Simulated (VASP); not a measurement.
# SiC (I-4m2) in VASP: a series of runs

Runs on SiC. Level: r2SCAN. Tasks: single point.

Everything below comes from runs of VASP 6.6.1. Logs are shortened: lines on timing, memory, paths and dates and some standing lists are left out, and cuts for length are marked.

## (1) The cell of the first run

It takes space group I-4m2 (No. 119, tetragonal). The conventional cell has a = 2.829 Å, b = 2.829 Å, c = 4.696 Å, α = 90.00°, β = 90.00°, γ = 90.00°. Within 2.4 Å of Si (site symmetry -4m2) lie 4 C at 1.84 Å. C (site symmetry -4m2) has 4 Si at 1.84 Å within 2.4 Å.

## (2) Single point, r2SCAN (strain -0.080 along x and y, +0.080 along z)

Input file POSCAR:

```
SiC
1.0
    0.0000000000      2.0000800000      2.3479200000
    2.0000800000      0.0000000000      2.3479200000
    2.0000800000      2.0000800000      0.0000000000
Si C
1 1
Direct
    0.0000000000      0.0000000000      0.0000000000
    0.7500000000      0.7500000000      0.7500000000
```

Input file INCAR.step1:

```
ALGO = Normal ; EDIFF = 1E-4
ENCUT = 520 ; GGA = PE
ISMEAR = 0 ; LASPH = T
LCHARG = F ; LREAL = F
LWAVE = T ; NBANDS = 11
NELM = 60 ; PREC = Accurate
SIGMA = 0.05
```

Input file INCAR.step2:

```
ALGO = Normal ; EDIFF = 1E-6
ENCUT = 520 ; ISIF = 2
ISMEAR = 0 ; ISTART = 1
LASPH = T ; LCHARG = T
LELF = T ; LMIXTAU = T
LREAL = F ; LVHAR = T
LWAVE = F ; METAGGA = R2SCAN
NBANDS = 11 ; NELM = 60
PREC = Accurate ; SIGMA = 0.05
```

Input file KPOINTS:

```
k-points
0
Gamma
  12 12 12
```

Potentials or basis: VASP PAW PBE potentials, release 64 (Si, C).

Launch:

```bash
> cat potpaw_PBE.64/Si/POTCAR potpaw_PBE.64/C/POTCAR > POTCAR
> cp INCAR.step1 INCAR
> mpirun -np 1 vasp_std > vasp.out
> cp INCAR.step2 INCAR
> mpirun -np 1 vasp_std > vasp.out
```

OUTCAR:

```text
EDIFF = 1E-6
   ENCUT = 520
   ISIF = 2
   ISMEAR = 0
   ISTART = 1
   LASPH = T
   LREAL = F
   METAGGA = R2SCAN
   NELM = 60
   PREC = Accurate

 ion  position               nearest neighbor table
   1  0.000  0.000  0.000-   2 1.84   2 1.84   2 1.84   2 1.84
   2  0.750  0.750  0.750-   1 1.84   1 1.84   1 1.84   1 1.84

  LATTYP: Found a body centered tetragonal cell.
 ALAT       =     2.8285402618
 C/A-ratio  =     1.6601637471

  Lattice vectors:

 A1 = (  -2.0000800000,   0.0000000000,   2.3479200000)
 A2 = (   2.0000800000,   0.0000000000,   2.3479200000)
 A3 = (   0.0000000000,   2.0000800000,  -2.3479200000)

Analysis of symmetry for initial positions (statically):
=====================================================================
 Subroutine PRICEL returns:
 Original cell was already a primitive cell.

 Routine SETGRP: Setting up the symmetry group for a
 body centered tetragonal supercell.

 Subroutine GETGRP returns: Found  8 space group operations
 (whereof  8 operations were pure point group operations)
 out of a pool of 16 trial point group operations.

The static configuration has the point symmetry D_2d.

Analysis of symmetry for dynamics (positions and initial velocities):
=====================================================================
 Subroutine PRICEL returns:
 Original cell was already a primitive cell.

 Routine SETGRP: Setting up the symmetry group for a
 body centered tetragonal supercell.

 Subroutine GETGRP returns: Found  8 space group operations
 (whereof  8 operations were pure point group operations)
 out of a pool of 16 trial point group operations.

The dynamic configuration has the point symmetry D_2d.

 Subroutine INISYM returns: Found  8 space group operations
 (whereof  8 operations are pure point group operations),
 and found     1 'primitive' translations

----------------------------------------------------------------------------------------

                                     Primitive cell

  volume of cell :      18.7849

  direct lattice vectors                    reciprocal lattice vectors
     0.000000000  2.000080000  2.347920000    -0.249990000  0.249990000  0.212954445
     2.000080000  0.000000000  2.347920000     0.249990000 -0.249990000  0.212954445
     2.000080000  2.000080000  0.000000000     0.249990000  0.249990000 -0.212954445

  length of vectors
     3.084322994  3.084322994  2.828540262     0.412722178  0.412722178  0.412722178

  position of ions in fractional coordinates (direct lattice)
     0.000000000  0.000000000  0.000000000
     0.750000000  0.750000000  0.750000000

  ion indices of the primitive-cell ions
   primitive index   ion index
                 1           1
                 2           2

----------------------------------------------------------------------------------------

 KPOINTS: k-points

Automatic generation of k-mesh.
 Grid dimensions read from file:
 generate k-points for:   12   12   12

 Generating k-lattice:

  Cartesian coordinates                     Fractional coordinates (reciprocal lattice)
    -0.020832500  0.020832500  0.017746204     0.083333333 -0.000000000  0.000000000
     0.020832500 -0.020832500  0.017746204    -0.000000000  0.083333333  0.000000000
     0.020832500  0.020832500 -0.017746204     0.000000000  0.000000000  0.083333333

  Length of vectors
     0.034393515  0.034393515  0.034393515

  Shift w.r.t. Gamma in fractional coordinates (k-lattice)
     0.000000000  0.000000000  0.000000000

 Subroutine IBZKPT returns following result:
 ===========================================

 Found    163 irreducible k-points:

 Following reciprocal coordinates:
            Coordinates               Weight
  0.000000  0.000000  0.000000      1.000000
  0.083333 -0.000000  0.000000      8.000000
  0.166667 -0.000000  0.000000      8.000000
  0.250000  0.000000  0.000000      8.000000
  0.333333 -0.000000  0.000000      8.000000
  0.416667  0.000000  0.000000      8.000000
[... 16 lines left out ...]
  0.500000  0.166667  0.000000      8.000000
 -0.416667  0.166667  0.000000      8.000000
 [... further k-points ...]
   k-points           NKPTS =    163   k-points in BZ     NKDIM =    163   number of bands    NBANDS=     11
   number of dos      NEDOS =    301   number of ions     NIONS =      2
   total plane-waves  NPLWV =  13824
   dimension x,y,z NGX =    24 NGY =   24 NGZ =   24
   dimension x,y,z NGXF=    48 NGYF=   48 NGZF=   48
   ions per type =               1   1
   NGX,Y,Z   is equivalent  to a cutoff of  12.94, 12.94, 14.11 a.u.
   NGXF,Y,Z  is equivalent  to a cutoff of  25.87, 25.87, 28.21 a.u.
 SYSTEM =  unknown system
   PREC   = accura    normal or accurate (medium, high low for compatibility)
   ISTART =      1    job   : 0-new  1-cont  2-samecut
   ICHARG =      0    charge: 1-file 2-atom 10-const
   ISPIN  =      1    spin polarized calculation?
   LNONCOLLINEAR =      F non collinear calculations
   LSORBIT =      F    spin-orbit coupling
   LASPH  =      T    aspherical Exc in radial PAW
   ENCUT  =  520.0 eV  38.22 Ry    6.18 a.u.   5.73  5.73  5.26*2*pi/ulx,y,z
   NELM   =     60;   NELMIN=  2; NELMDL=  0     # of ELM steps
   EDIFF  = 0.1E-05   stopping-criterion for ELM
   LREAL  =      F    real-space projection
   EDIFFG = 0.1E-04   stopping-criterion for IOM
   NSW    =      0    number of steps for IOM
   IBRION =     -1    ionic relax: 0-MD 1-quasi-New 2-CG
   NFREE  =      0    steps in history (QN), initial steepest desc. (CG)
   ISIF   =      2    stress and relaxation
   ISYM   =      2    0-nonsym 1-usesym 2-fastsym
   POTIM  = 0.5000    time-step for ionic-motion
   TEBEG  =    0.0;   TEEND  =   0.0 temperature during run
   PSTRESS=    0.0 pullay stress
   NELECT =       8.0000    total number of electrons
   NUPDOWN=      -1.0000    fix difference up-down
   EMIN   =  10.00;   EMAX   =-10.00  energy-range for DOS
   EFERMI =   0.00;   METHOD = LEGACY
   ISMEAR =     0;   SIGMA  =   0.05  broadening in eV -4-tet -1-fermi 0-gaus
   EFERMI_NEDOS =   21; number of points for ismear=-14 and -15
   IALGO  =     38    algorithm
   IMIX   =      4    mixing-type and parameters
     AMIX     =   0.40;   BMIX     =  1.00
     AMIX_MAG =   1.60;   BMIX_MAG =  1.00
  volume/ion in A,a.u.               =       9.39        63.38
  Fermi-wavevector in a.u.,A,eV,Ry     =   1.231692  2.327561 20.640928  1.517065
  Thomas-Fermi vector in A             =   2.366492
   LORBIT       =      0    0 simple, 1 ext, 2 COOP (PROOUT), +10 PAW based schemes
   METAGGA = R2SCAN    functional components
   LHFCALC =     F    Hartree Fock is set to
   AEXX    =    0.0000 exact exchange contribution
   IVDW    =     0    specifies the selected vdW correction
   LEPSILON=     F    determine dielectric tensor
   LRPA    =     F    only Hartree local field effects (RPA)
 non-spin polarized calculation
 Gauss-broadening in eV      SIGMA  =   0.05
  energy-cutoff  :      520.00
  volume of cell :       18.78
 maximum number of plane-waves:       517
   NGX = 11   NGY = 11   NGZ = 11

 number of electron       8.0000000 magnetization

 Free energy of the ion-electron system (eV)
  ---------------------------------------------------
  ext. energy  EPLUGINS =         0.00000000
  ---------------------------------------------------
  free energy    TOTEN  =       -18.82541028 eV

  energy without entropy =      -18.82541028  energy(sigma->0) =      -18.82541028

 E-fermi :  10.0962     XC(G=0): -12.3983

 val. band max:        9.8142129446   @ k =  -0.0833   0.0833   0.0000
 cond. band min:      10.4435001041   @ k =   0.5000   0.0000   0.5000
 fundamental gap:      0.6292871595
 Fermi energy:        10.0962241512

 k-point     1 :       0.0000    0.0000    0.0000
  band No.  band energies     occupation
      1      -7.8282      2.00000
      2       8.2043      2.00000
      3       9.7315      2.00000
      4       9.7315      2.00000
      5      16.7728      0.00000
      6      17.7570      0.00000
      7      17.7570      0.00000
      8      17.9436      0.00000
      9      21.9046      0.00000
     10      24.6939      0.00000
     11      27.8423      0.00000

 k-point     2 :       0.0833   -0.0000    0.0000
  band No.  band energies     occupation
      1      -7.6741      2.00000
      2       7.8588      2.00000
      3       9.1495      2.00000
      4       9.6862      2.00000
      5      16.7974      0.00000
      6      17.5448      0.00000
      7      17.9788      0.00000
      8      18.5224      0.00000
      9      21.6834      0.00000
     10      25.7108      0.00000
     11      26.6863      0.00000

 k-point     3 :       0.1667   -0.0000    0.0000
  band No.  band energies     occupation
      1      -7.2162      2.00000
      2       6.5486      2.00000
      3       8.2800      2.00000
      4       9.5769      2.00000
      5      15.9854      0.00000
      6      18.1985      0.00000
      7      18.5381      0.00000
      8      19.2725      0.00000
      9      22.0457      0.00000
     10      25.1683      0.00000
     11      27.2530      0.00000

 k-point     4 :       0.2500    0.0000    0.0000
  band No.  band energies     occupation
      1      -6.4706      2.00000
      2       4.5531      2.00000
      3       7.6767      2.00000
      4       9.4563      2.00000
      5      15.0906      0.00000
      6      18.4175      0.00000
      7      19.0821      0.00000
      8      20.2697      0.00000
      9      23.2603      0.00000
     10      24.4024      0.00000
     11      27.4811      0.00000
[... 239 lines left out ...]
 k-point    22 :       0.4167    0.1667    0.0000
  band No.  band energies     occupation
      1      -4.9556      2.00000
      2       2.3247      2.00000
      3       5.5831      2.00000
      4       8.3925      2.00000
      5      15.1835      0.00000
      6      17.9189      0.00000
      7      20.9455      0.00000
      8      21.4377      0.00000
      9      24.3479      0.00000
     10      28.0413      0.00000
     11      29.2590      0.00000

 k-point    23 :       0.5000    0.1667    0.0000
  band No.  band energies     occupation
      1      -3.8974      2.00000
      2       0.8608      2.00000
      3       4.8887      2.00000
      4       8.5719      2.00000
      5      15.3650      0.00000
      6      17.7379      0.00000
      7      20.5182      0.00000
      8      22.2697      0.00000
      9      25.9426      0.00000
     10      28.1546      0.00000
     11      29.0966      0.00000

 k-point    24 :      -0.4167    0.1667    0.0000
  band No.  band energies     occupation
      1      -3.3861      2.00000
      2       0.2536      2.00000
      3       4.5748      2.00000
      4       8.8781      2.00000
      5      15.6771      0.00000
      6      17.7803      0.00000
      7      20.0885      0.00000
      8      21.9987      0.00000
      9      26.1602      0.00000
     10      27.0096      0.00000
     11      29.3473      0.00000

 [... further k-points ...]
[... 5 lines left out ...]
  --------------------------------------------------------------------------------------
  -------------------------------------------------------------------------------------
  Total        5.2901062      5.2901062     -2.2189604      0.0000000      0.0000000      0.0000000
  in kB      451.1977694    451.1977694   -189.2570702      0.0000000      0.0000000      0.0000000
  external PRESSURE =     237.7128229 kB  Pullay stress =       0.0000000 kB

 VOLUME and BASIS-vectors are now :
 -----------------------------------------------------------------------------
  energy-cutoff  :      520.00
  volume of cell :       18.78
      direct lattice vectors                 reciprocal lattice vectors
     0.000000000  2.000080000  2.347920000    -0.249990000  0.249990000  0.212954445
     2.000080000  0.000000000  2.347920000     0.249990000 -0.249990000  0.212954445
     2.000080000  2.000080000  0.000000000     0.249990000  0.249990000 -0.212954445

 POSITION                                       TOTAL-FORCE (eV/Angst)
 -----------------------------------------------------------------------------------
      0.00000      0.00000      0.00000         0.000000      0.000000      0.000000
      3.00012      3.00012      3.52188        -0.000000     -0.000000     -0.000000
 -----------------------------------------------------------------------------------
    total drift:                                0.000000      0.000000     -0.000002

  FREE ENERGIE OF THE ION-ELECTRON SYSTEM (eV)
  ---------------------------------------------------
  free  energy   TOTEN  =       -18.8254102826 eV

  energy  without entropy=      -18.8254102826  energy(sigma->0) =      -18.82541028
```

Wall time 3.8 min (1 thread of AMD EPYC 7R43 (Zen 3), shared host); peak memory 0.12 GiB.

What came out:

```
Free energy            : -18.8254 eV
Pressure               : 23.8 GPa
Band gap on the k mesh : 0.63 eV, indirect (least direct gap 4.49 eV)
```

Levels at points of the mesh, in eV from the valence-band top:
| k point | band 1 | band 2 | band 3 | band 4 | band 5 | band 6 | band 7 | band 8 |
| --- | --- | --- | --- | --- | --- | --- | --- | --- |
| (0.00, 0.00, 0.00) | -17.64 | -1.61 | -0.08 | -0.08 | 6.96 | 7.94 | 7.94 | 8.13 |
| (0.50, 0.00, 0.00) | -13.56 | -10.00 | -2.98 | -0.52 | 3.97 | 8.64 | 9.02 | 11.28 |
| (0.50, 0.50, 0.00) | -12.96 | -10.48 | -2.77 | -2.77 | 2.25 | 6.55 | 14.63 | 16.11 |
| (0.50, 0.00, 0.50) | -11.52 | -8.26 | -4.85 | -4.52 | 0.63 | 3.60 | 12.25 | 16.24 |

Caveat: the cell differs from its parent crystal (strain -0.080 along x and y, +0.080 along z); the PAW data sets were made with another functional, which shifts forces and pressure a little. A k mesh can miss the band edges.

(Continued in part 2 of 2.)
